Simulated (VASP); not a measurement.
# HgTe (Cmcm) in VASP: a series of runs

The runs below take HgTe through single point, with PBEsol.

All numbers are computed with VASP 6.6.1; they aren't measurements. Logs are shortened: lines on timing, memory, paths and dates and some standing lists are left out, and cuts for length are marked.

### Step 1. The cell of the first run

The structure is orthorhombic, space group Cmcm (No. 63). The conventional cell has a = 5.999 Å, b = 6.000 Å, c = 6.009 Å, α = 90.00°, β = 90.00°, γ = 90.00°. Within 3.8 Å of Hg (site symmetry m2m) lie 6 Te at 2.90 to 3.10 Å and 2 Hg at 3.72 Å. Te (site symmetry m2m) has 6 Hg at 2.90 to 3.10 Å and 2 Te at 3.85 Å within 3.9 Å.

### Step 2. Single point, PBEsol (atoms displaced along a vibrational mode)

File INCAR:

```
PREC = Accurate ; ENCUT = 520
EDIFF = 1E-7 ; ISMEAR = 0
SIGMA = 0.15 ; LREAL = False
LASPH = True ; NELM = 80
ALGO = Normal ; ISIF = 2
LWAVE = False ; LCHARG = True
GGA = PS ; LELF = True
LVHAR = True ; NBANDS = 26
```

File KPOINTS:

```
Automatic mesh
0
Gamma
  12 12 8
```

File POSCAR:

```
HgTe
1.0
    2.9995453784     -3.0001352822      0.0000000000
    2.9995453784      3.0001352822      0.0000000000
    0.0000000000      0.0000000000      6.0086701413
Hg Te
2 2
Direct
    0.1831545744      0.8168454256      0.7500000000
    0.8168454256      0.1831545744      0.2500000000
    0.7005223995      0.2994776005      0.7500000000
    0.2994776005      0.7005223995      0.2500000000
```

Potentials or basis: VASP PAW PBE potentials, release 64 (Hg, Te).

Launch:

```bash
$ cat potpaw_PBE.64/Hg/POTCAR potpaw_PBE.64/Te/POTCAR > POTCAR
$ mpirun -np 1 vasp_std > vasp.out
```

OUTCAR:

```text
PREC = Accurate
   ENCUT = 520
   EDIFF = 1E-7
   ISMEAR = 0
   LREAL = False
   LASPH = True
   NELM = 80
   ISIF = 2
   GGA = PS

 ion  position               nearest neighbor table
   1  0.183  0.817  0.750-   3 2.90   3 3.00   3 3.00   4 3.08   4 3.08   3 3.10   2 3.72   2 3.72

   2  0.817  0.183  0.250-   4 2.90   4 3.00   4 3.00   3 3.08   3 3.08   4 3.10   1 3.72   1 3.72

   3  0.701  0.299  0.750-   1 2.90   1 3.00   1 3.00   2 3.08   2 3.08   1 3.10
   4  0.299  0.701  0.250-   2 2.90   2 3.00   2 3.00   1 3.08   1 3.08   2 3.10

  LATTYP: Found a base centered orthorhombic cell.
 ALAT       =     5.9990907568
 B/A-ratio  =     1.0001966644
 C/A-ratio  =     1.0015968061

  Lattice vectors:

 A1 = (   2.9995453784,  -3.0001352822,   0.0000000000)
 A2 = (   2.9995453784,   3.0001352822,   0.0000000000)
 A3 = (   0.0000000000,   0.0000000000,   6.0086701413)

Analysis of symmetry for initial positions (statically):
=====================================================================
 Subroutine PRICEL returns:
 Original cell was already a primitive cell.

 Routine SETGRP: Setting up the symmetry group for a
 base centered orthorhombic supercell.

 Subroutine GETGRP returns: Found  8 space group operations
 (whereof  4 operations were pure point group operations)
 out of a pool of  8 trial point group operations.

The static configuration has the point symmetry C_2h.
 The point group associated with its full space group is D_2h.

Analysis of symmetry for dynamics (positions and initial velocities):
=====================================================================
 Subroutine PRICEL returns:
 Original cell was already a primitive cell.

 Routine SETGRP: Setting up the symmetry group for a
 base centered orthorhombic supercell.

 Subroutine GETGRP returns: Found  8 space group operations
 (whereof  4 operations were pure point group operations)
 out of a pool of  8 trial point group operations.

The dynamic configuration has the point symmetry C_2h.
 The point group associated with its full space group is D_2h.

 Subroutine INISYM returns: Found  8 space group operations
 (whereof  4 operations are pure point group operations),
 and found     1 'primitive' translations

----------------------------------------------------------------------------------------

                                     Primitive cell

  volume of cell :     108.1445

  direct lattice vectors                    reciprocal lattice vectors
     2.999545378 -3.000135282  0.000000000     0.166691927 -0.166659151  0.000000000
     2.999545378  3.000135282  0.000000000     0.166691927  0.166659151  0.000000000
     0.000000000  0.000000000  6.008670141     0.000000000  0.000000000  0.166426177

  length of vectors
     4.242414901  4.242414901  6.008670141     0.235714809  0.235714809  0.166426177

  position of ions in fractional coordinates (direct lattice)
     0.183154574  0.816845426  0.750000000
     0.816845426  0.183154574  0.250000000
     0.700522400  0.299477600  0.750000000
     0.299477600  0.700522400  0.250000000

  ion indices of the primitive-cell ions
   primitive index   ion index
                 1           1
                 2           2
                 3           3
                 4           4

----------------------------------------------------------------------------------------

 KPOINTS: Automatic mesh

Automatic generation of k-mesh.
 Grid dimensions read from file:
 generate k-points for:   12   12    8

 Generating k-lattice:

  Cartesian coordinates                     Fractional coordinates (reciprocal lattice)
     0.013890994 -0.013888263  0.000000000     0.083333333  0.000000000  0.000000000
     0.013890994  0.013888263  0.000000000     0.000000000  0.083333333  0.000000000
     0.000000000  0.000000000  0.020803272     0.000000000  0.000000000  0.125000000

  Length of vectors
     0.019642901  0.019642901  0.020803272

  Shift w.r.t. Gamma in fractional coordinates (k-lattice)
     0.000000000  0.000000000  0.000000000

 Subroutine IBZKPT returns following result:
 ===========================================

 Found    215 irreducible k-points:

 Following reciprocal coordinates:
            Coordinates               Weight
  0.000000  0.000000  0.000000      1.000000
  0.083333 -0.000000  0.000000      4.000000
  0.166667  0.000000  0.000000      4.000000
  0.250000  0.000000  0.000000      4.000000
  0.333333 -0.000000  0.000000      4.000000
  0.416667  0.000000  0.000000      4.000000
[... 16 lines left out ...]
  0.500000  0.166667  0.000000      4.000000
 -0.416667  0.166667  0.000000      4.000000
 [... further k-points ...]
   k-points           NKPTS =    215   k-points in BZ     NKDIM =    215   number of bands    NBANDS=     26
   number of dos      NEDOS =    301   number of ions     NIONS =      4
   total plane-waves  NPLWV =  49152
   dimension x,y,z NGX =    32 NGY =   32 NGZ =   48
   dimension x,y,z NGXF=    64 NGYF=   64 NGZF=   96
   ions per type =               2   2
   NGX,Y,Z   is equivalent  to a cutoff of  12.54, 12.54, 13.28 a.u.
   NGXF,Y,Z  is equivalent  to a cutoff of  25.08, 25.08, 26.56 a.u.
 SYSTEM =  unknown system
   PREC   = accura    normal or accurate (medium, high low for compatibility)
   ISTART =      0    job   : 0-new  1-cont  2-samecut
   ICHARG =      2    charge: 1-file 2-atom 10-const
   ISPIN  =      1    spin polarized calculation?
   LNONCOLLINEAR =      F non collinear calculations
   LSORBIT =      F    spin-orbit coupling
   LASPH  =      T    aspherical Exc in radial PAW
   ENCUT  =  520.0 eV  38.22 Ry    6.18 a.u.   7.89  7.89 11.17*2*pi/ulx,y,z
   NELM   =     80;   NELMIN=  2; NELMDL= -5     # of ELM steps
   EDIFF  = 0.1E-06   stopping-criterion for ELM
   LREAL  =      F    real-space projection
   EDIFFG = 0.1E-05   stopping-criterion for IOM
   NSW    =      0    number of steps for IOM
   IBRION =     -1    ionic relax: 0-MD 1-quasi-New 2-CG
   NFREE  =      0    steps in history (QN), initial steepest desc. (CG)
   ISIF   =      2    stress and relaxation
   ISYM   =      2    0-nonsym 1-usesym 2-fastsym
   POTIM  = 0.5000    time-step for ionic-motion
   TEBEG  =    0.0;   TEEND  =   0.0 temperature during run
   PSTRESS=    0.0 pullay stress
   NELECT =      36.0000    total number of electrons
   NUPDOWN=      -1.0000    fix difference up-down
   EMIN   =  10.00;   EMAX   =-10.00  energy-range for DOS
   EFERMI =   0.00;   METHOD = LEGACY
   ISMEAR =     0;   SIGMA  =   0.15  broadening in eV -4-tet -1-fermi 0-gaus
   EFERMI_NEDOS =   21; number of points for ismear=-14 and -15
   IALGO  =     38    algorithm
   IMIX   =      4    mixing-type and parameters
     AMIX     =   0.40;   BMIX     =  1.00
     AMIX_MAG =   1.60;   BMIX_MAG =  1.00
  volume/ion in A,a.u.               =      27.04       182.45
  Fermi-wavevector in a.u.,A,eV,Ry     =   1.134595  2.144073 17.514853  1.287305
  Thomas-Fermi vector in A             =   2.271299
   LORBIT       =      0    0 simple, 1 ext, 2 COOP (PROOUT), +10 PAW based schemes
   GGA     = PS    functional components
   LHFCALC =     F    Hartree Fock is set to
   AEXX    =    0.0000 exact exchange contribution
   IVDW    =     0    specifies the selected vdW correction
   LEPSILON=     F    determine dielectric tensor
   LRPA    =     F    only Hartree local field effects (RPA)
 non-spin polarized calculation
 Gauss-broadening in eV      SIGMA  =   0.15
  energy-cutoff  :      520.00
  volume of cell :      108.14
 maximum number of plane-waves:      2950
   NGX = 15   NGY = 15   NGZ = 23

 number of electron      36.0000001 magnetization

 Free energy of the ion-electron system (eV)
  ---------------------------------------------------
  ext. energy  EPLUGINS =         0.00000000
  ---------------------------------------------------
  free energy    TOTEN  =        -8.29985598 eV

  energy without entropy =       -8.27095787  energy(sigma->0) =       -8.28540692

 E-fermi :   4.7725     XC(G=0): -10.2909

 val. band max:        4.7688120756   @ k =  -0.4167   0.4167   0.2500
 cond. band min:       4.7835919665   @ k =  -0.4167   0.3333   0.2500
 fundamental gap:      0.0147798909
 Fermi energy:         4.7725039248

 k-point     1 :       0.0000    0.0000    0.0000
  band No.  band energies     occupation
      1      -7.6188      2.00000
      2      -6.3916      2.00000
      3      -2.1438      2.00000
      4      -2.0858      2.00000
      5      -2.0454      2.00000
      6      -2.0447      2.00000
[... 18 lines left out ...]
     25      12.6187      0.00000
     26      12.7666      0.00000

 k-point     2 :       0.0833   -0.0000    0.0000
  band No.  band energies     occupation
      1      -7.5742      2.00000
      2      -6.3676      2.00000
      3      -2.1437      2.00000
      4      -2.1087      2.00000
      5      -2.0675      2.00000
      6      -2.0481      2.00000
[... 18 lines left out ...]
     25      12.1960      0.00000
     26      12.5868      0.00000

 k-point     3 :       0.1667    0.0000    0.0000
  band No.  band energies     occupation
      1      -7.4436      2.00000
      2      -6.3035      2.00000
      3      -2.2003      2.00000
      4      -2.1474      2.00000
      5      -2.1359      2.00000
      6      -2.0584      2.00000
[... 18 lines left out ...]
     25      11.9713      0.00000
     26      12.5666      0.00000

 k-point     4 :       0.2500    0.0000    0.0000
  band No.  band energies     occupation
      1      -7.2385      2.00000
      2      -6.2241      2.00000
      3      -2.3182      2.00000
      4      -2.2372      2.00000
      5      -2.1732      2.00000
      6      -2.0832      2.00000
[... 18 lines left out ...]
     25      12.0347      0.00000
     26      12.0858      0.00000
[... 496 lines left out ...]
      1      -6.6888      2.00000
      2      -6.2005      2.00000
      3      -2.3919      2.00000
      4      -2.3133      2.00000
      5      -2.2477      2.00000
      6      -2.1738      2.00000
[... 18 lines left out ...]
     25      11.4734      0.00000
     26      12.5834      0.00000

 k-point    23 :       0.5000    0.1667    0.0000
  band No.  band energies     occupation
      1      -6.5631      2.00000
      2      -6.2567      2.00000
      3      -2.4501      2.00000
      4      -2.3016      2.00000
      5      -2.2275      2.00000
      6      -2.1715      2.00000
[... 18 lines left out ...]
     25      11.7521      0.00000
     26      12.3124      0.00000

 k-point    24 :      -0.4167    0.1667    0.0000
  band No.  band energies     occupation
      1      -6.6625      2.00000
      2      -6.2254      2.00000
      3      -2.5408      2.00000
      4      -2.2694      2.00000
      5      -2.1768      2.00000
      6      -2.1444      2.00000
[... 18 lines left out ...]
     25      11.6963      0.00000
     26      12.2600      0.00000

 [... further k-points ...]
[... 5 lines left out ...]
  --------------------------------------------------------------------------------------
  -------------------------------------------------------------------------------------
  Total       -0.1967350      0.8513855     -0.5637158      0.0000000      0.0000000      0.0000000
  in kB       -2.9146581     12.6134001     -8.3515318      0.0000000      0.0000000      0.0000000
  external PRESSURE =       0.4490701 kB  Pullay stress =       0.0000000 kB

 VOLUME and BASIS-vectors are now :
 -----------------------------------------------------------------------------
  energy-cutoff  :      520.00
  volume of cell :      108.14
      direct lattice vectors                 reciprocal lattice vectors
     2.999545378 -3.000135282  0.000000000     0.166691927 -0.166659151  0.000000000
     2.999545378  3.000135282  0.000000000     0.166691927  0.166659151  0.000000000
     0.000000000  0.000000000  6.008670141     0.000000000  0.000000000  0.166426177

 POSITION                                       TOTAL-FORCE (eV/Angst)
 -----------------------------------------------------------------------------------
      2.99955      1.90116      4.50650         0.000000     -0.240039      0.000000
      2.99955     -1.90116      1.50217         0.000000      0.240039      0.000000
      2.99955     -1.20319      4.50650         0.000000     -0.054715      0.000000
      2.99955      1.20319      1.50217         0.000000      0.054715      0.000000
 -----------------------------------------------------------------------------------
    total drift:                               -0.000000     -0.000000      0.000000

  FREE ENERGIE OF THE ION-ELECTRON SYSTEM (eV)
  ---------------------------------------------------
  free  energy   TOTEN  =        -8.2998559809 eV

  energy  without entropy=       -8.2709578670  energy(sigma->0) =       -8.28540692
```

It took 4.3 min on 1 thread of AMD EPYC 9R45 (Zen 5), shared host; peak memory 0.58 GiB.

Results:

```
Free energy            : -8.2999 eV
Pressure               : 0.0 GPa
Largest force          : 0.240 eV/Å
Band gap on the k mesh : zero (bands 18 and 19 overlap by 2.59 eV)
```

Forces on the atoms (eV/Å):
```
Hg   0.000 -0.240  0.000
Hg   0.000  0.240  0.000
Te   0.000 -0.055  0.000
Te   0.000  0.055  0.000
```

Stress tensor (GPa, compression positive):
```
-0.29  0.00  0.00
 0.00  1.26  0.00
 0.00  0.00 -0.84
```

Levels at points of the mesh, in eV from the Fermi level:
```csv
k point,band 16,band 17,band 18,band 19,band 20,band 21
"(0.00, 0.00, 0.00)",-2.21,-0.98,-0.71,-0.66,-0.22,4.79
"(0.50, 0.00, 0.00)",-2.32,0.01,0.24,2.10,2.39,3.87
"(0.50, 0.50, 0.00)",-2.60,-2.48,-2.41,-2.26,-1.80,3.70
"(0.00, 0.00, 0.50)",-1.79,-1.59,-1.59,0.70,0.70,5.39
"(0.50, 0.00, 0.50)",-0.02,0.24,0.24,2.58,2.58,3.50
"(0.50, 0.50, 0.50)",-3.81,-3.56,-3.56,1.49,1.49,4.86
```

Caveat: the cell differs from its parent crystal (atoms displaced along a vibrational mode); the PAW data sets were made with another functional, which shifts forces and pressure a little; spin-orbit coupling is left out, which moves the levels of the heavy elements.

### Step 3. Single point, PBEsol (atoms displaced along a vibrational mode)

File INCAR:

```
SYSTEM = HgTe
PREC = Accurate
ENCUT = 520
EDIFF = 1E-7
ISMEAR = 0
SIGMA = 0.15
LREAL = .False.
LASPH = .True.
NELM = 80
ALGO = Normal
ISIF = 2
LWAVE = .False.
LCHARG = .True.
GGA = PS
LELF = .True.
LVHAR = .True.
NBANDS = 26
```

File KPOINTS:

```
regular mesh
0
Gamma
  12 12 8
  0 0 0
```

File POSCAR:

```
HgTe
1.0
    2.9995453784     -3.0001352822      0.0000000000
    2.9995453784      3.0001352822      0.0000000000
    0.0000000000      0.0000000000      6.0086701413
Hg Te
2 2
Direct
    0.2998159803      0.7001840197      0.7500000000
    0.7001840197      0.2998159803      0.2500000000
    0.7868749385      0.2131250615      0.7500000000
    0.2131250615      0.7868749385      0.2500000000
```

Potentials or basis: VASP PAW PBE potentials, release 64 (Hg, Te).

Launch:

```bash
$ cat potpaw_PBE.64/Hg/POTCAR potpaw_PBE.64/Te/POTCAR > POTCAR
$ mpirun -np 1 vasp_std > vasp.out
```

Run time: 3.8 min. Hardware: 1 thread of AMD EPYC 9R45 (Zen 5), shared host; peak memory 0.58 GiB.

It converged, with:

| Quantity | Value |
| --- | --- |
| Free energy | -8.3510 eV |
| Pressure | 0.1 GPa |
| Largest force | 0.175 eV/Å |
| Band gap on the k mesh | zero (bands 18 and 19 overlap by 2.66 eV) |

Forces in eV/Å, atoms in the order of the input:
```
Hg   0.000  0.175  0.000
Hg   0.000 -0.175  0.000
Te   0.000  0.059  0.000
Te   0.000 -0.059  0.000
```

Stress tensor (GPa, compression positive):
```
-0.02  0.00  0.00
 0.00  0.84  0.00
 0.00  0.00 -0.46
```

Levels at points of the mesh, in eV from the Fermi level:
| k point | band 16 | band 17 | band 18 | band 19 | band 20 | band 21 |
| --- | --- | --- | --- | --- | --- | --- |
| (0.00, 0.00, 0.00) | -2.32 | -0.88 | -0.74 | -0.70 | -0.44 | 4.76 |
| (0.50, 0.00, 0.00) | -2.42 | 0.04 | 0.20 | 2.11 | 2.31 | 4.04 |
| (0.50, 0.50, 0.00) | -2.70 | -2.48 | -2.42 | -2.34 | -2.07 | 4.09 |
| (0.00, 0.00, 0.50) | -1.71 | -1.59 | -1.59 | 0.78 | 0.78 | 5.41 |
| (0.50, 0.00, 0.50) | 0.12 | 0.28 | 0.28 | 2.55 | 2.55 | 3.57 |
| (0.50, 0.50, 0.50) | -3.70 | -3.55 | -3.55 | 1.66 | 1.66 | 4.79 |

Caveat: the cell differs from its parent crystal (atoms displaced along a vibrational mode); the PAW data sets were made with another functional, which shifts forces and pressure a little; spin-orbit coupling is left out, which moves the levels of the heavy elements.
